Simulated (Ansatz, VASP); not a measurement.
**One calculation of KTiB2O6, two programs**

Contents of POSCAR:

```
KTiB2O6
1.0
    2.4884500000      4.3101210000      0.0000000000
   -2.4884500000      4.3101210000      0.0000000000
   -2.4884500000      1.4367040000      5.4140400000
K Ti B O
1 1 2 6
Direct
    0.0000000000      0.0000000000      0.0000000000
    0.5000000000      0.0000000000      0.5000000000
    0.7658000000      0.4684000000      0.2974000000
    0.2342000000      0.5316000000      0.7026000000
    0.0767000000      0.2869000000      0.2905000000
    0.6364000000      0.7862000000      0.2905000000
    0.5774000000      0.3459000000      0.2905000000
    0.9233000000      0.7131000000      0.7095000000
    0.3636000000      0.2138000000      0.7095000000
    0.4226000000      0.6541000000      0.7095000000
```

File INCAR.step1:

```
PREC = Accurate ; ENCUT = 520
ISMEAR = -1 ; SIGMA = 0.1
LREAL = False ; LASPH = True
NELM = 60 ; NBANDS = 42
GGA = PE ; ALGO = Normal
EDIFF = 1E-4 ; LWAVE = True
LCHARG = False
```

File INCAR.step2:

```
PREC = Accurate ; ENCUT = 520
EDIFF = 1E-6 ; ISMEAR = -1
SIGMA = 0.1 ; LREAL = False
LASPH = True ; NELM = 60
ALGO = Normal ; ISIF = 2
LWAVE = False ; LCHARG = False
METAGGA = R2SCAN ; LMIXTAU = True
NBANDS = 42 ; ISTART = 1
```

The input KPOINTS:

```
regular mesh
0
Gamma
  6 6 6
```

Input for Ansatz:

```yaml
crystal:
  lattice:
    - [2.48845, 4.310121, 0.0]
    - [-2.48845, 4.310121, 0.0]
    - [-2.48845, 1.436704, 5.41404]
  atoms:
    - { symbol: K, position: [0.0, 0.0, 0.0] }
    - { symbol: Ti, position: [0.5, 0.0, 0.5] }
    - { symbol: B, position: [0.7658, 0.4684, 0.2974] }
    - { symbol: B, position: [0.2342, 0.5316, 0.7026] }
    - { symbol: O, position: [0.0767, 0.2869, 0.2905] }
    - { symbol: O, position: [0.6364, 0.7862, 0.2905] }
    - { symbol: O, position: [0.5774, 0.3459, 0.2905] }
    - { symbol: O, position: [0.9233, 0.7131, 0.7095] }
    - { symbol: O, position: [0.3636, 0.2138, 0.7095] }
    - { symbol: O, position: [0.4226, 0.6541, 0.7095] }
  symmetry: { tolerance: 0.0003 }
kpoints:
  mp_grid: { grid: [6, 6, 6], shift: [0, 0, 0] }
magnetization:
  spin_polarized: false
scf:
  occupations: { method: fermi_dirac }
  lower_state_search: "off"
  max_iter: 200
hamiltonian:
  pseudopotentials: { kind: paw }
  xc: r2scan
basis:
  ecutwfc: 500
  fft_grid_basis: typed
output:
  forces: true
  stress: true
  eigenvalues: true
  bader: true
  populations: true
  elf: true
  write_potential: true
  volumetric_format: npy
  dos:
    e_range: [-12, 8]
    de: 0.05
    projected: { site_lists: { B: [B], K: [K], O: [O], Ti: [Ti] } }
checkpoint:
  read: saved_state
```

Alike in both runs: task single point; functional r2SCAN; k mesh 6 × 6 × 6; no spin polarisation.

|  | VASP | Ansatz |
| --- | --- | --- |
| version | VASP 6.6.1 | Ansatz 0.2.0 |
| potentials or method | VASP PAW PBE potentials, release 64 (K_sv, Ti_sv, B, O), cutoff 520 eV | PAW plane waves |
| occupations | fermi-dirac, width 0.1 eV | fermi-dirac |
| valence electrons in the cell | 63 | 63 |

```csv
,VASP,Ansatz,Ansatz less VASP
pressure (GPa),6.2,5.6,-0.60
"traceless stress, the component that is largest in VASP (GPa)",-1.51,-1.04,+0.467
rms of the force components (eV/Å),0.273,0.287,+0.0133
```

VASP's potentials were made for PBE, not for r2SCAN. Atom by atom the forces differ by 0.024 eV/Å (rms over components). Ansatz's warnings: structure snapped to symmetry.
